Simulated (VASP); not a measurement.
## Tc: vibrations by perturbation theory with PBE

Tc:

```
Tc
1.0
     2.75205    0.00000    0.00000
    -1.37602    2.38334    0.00000
     0.00000    0.00000    4.40074
Tc
2
Direct
  0.33333 0.66667 0.25000
  0.66667 0.33333 0.75000
```

```json
{
  "Program": "VASP 6.6.1",
  "Task": "vibrations by perturbation theory",
  "Functional": "PBE",
  "Potentials or basis": "VASP PAW PBE potentials, release 64 (Tc_pv)",
  "Cutoff": "520 eV",
  "k mesh": "18 × 18 × 10",
  "Occupations": "gaussian, width 0.05 eV",
  "Spin": "no spin polarisation",
  "Dipole correction": "no",
  "Further INCAR settings": "ALGO = Normal; EDIFF = 1e-08; NBANDS = 20; IBRION = 8; NSW = 1"
}
```

* Highest phonon frequency at Γ: 130 cm⁻¹

Phonon frequencies in cm⁻¹ (negative: imaginary):
```tsv
q point	frequencies
(0.000, 0.000, 0.000)	0 0 0 35 130 130
```

Wall time 9.8 min on 1 thread of Intel(R) Xeon(R) Platinum 8488C (Sapphire Rapids), with other jobs on the host, peak memory 1 GiB.
